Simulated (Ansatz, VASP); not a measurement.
Two plane-wave programs on Al

```
Al
1.0
    -1.62244    1.62244    1.62244
     1.62244   -1.62244    1.62244
     1.62244    1.62244   -1.62244
Al
1
Direct
  0.00000 0.00000 0.00000
```

Alike in both runs: task single point; functional LDA; k mesh 22 × 22 × 22; occupations gaussian, width 0.15 eV; no spin polarisation.

|  | VASP | Ansatz |
| --- | --- | --- |
| version | VASP 6.6.1 | Ansatz 0.2.0 |
| potentials or method | VASP PAW LDA potentials, release 64 (Al), cutoff 520 eV | scalar-relativistic, plane waves, PAW |
| valence electrons in the cell | 3 | 3 |

```csv
,VASP,Ansatz,Ansatz less VASP
gap on the k mesh at the Fermi level (eV),none,none,-
pressure (GPa),-3.5,-3.5,-0.05
```

LDA's correlation is that of Perdew and Zunger in VASP and of Perdew and Wang (1992) in Ansatz. A gap of «none» marks a metal or a gap that the smearing closes.
